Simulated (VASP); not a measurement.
Input of a VASP 6.6.1 run:

Contents of INCAR:

```
SYSTEM = Pt
ALGO = Normal ; EDIFF = 1E-6
ENCUT = 500 ; GGA = PS
GGA_COMPAT = .False. ; ISIF = 2
ISMEAR = 0 ; LASPH = .True.
LCHARG = .False. ; LREAL = .False.
LWAVE = .False. ; NBANDS = 11
NELM = 120 ; PREC = Accurate
SIGMA = 0.1
```

KPOINTS

```
k-points
0
Gamma
  10 10 10
  0 0 0
```

Contents of POSCAR:

```
Pt
1.0
    0.0000000000      1.9609000000      1.9609000000
    1.9609000000      0.0000000000      1.9609000000
    1.9609000000      1.9609000000      0.0000000000
Pt
1
Direct
    0.0000000000      0.0000000000      0.0000000000
```

Potentials or basis: VASP PAW PBE potentials, release 64 (Pt).

Launch:

```sh
$ cat potpaw_PBE.64/Pt/POTCAR > POTCAR
$ mpirun -np 1 vasp_std > vasp.out
```

Task: What does it give for the pressure?

Result: -1.1 GPa.

Task: Estimate the band gap on the k mesh.

Result: Zero (bands 5 and 6 overlap by 2.20 eV).

Caveat: the PAW data sets were made with another functional, which shifts forces and pressure a little; spin-orbit coupling is left out, which moves the levels of the heavy elements.
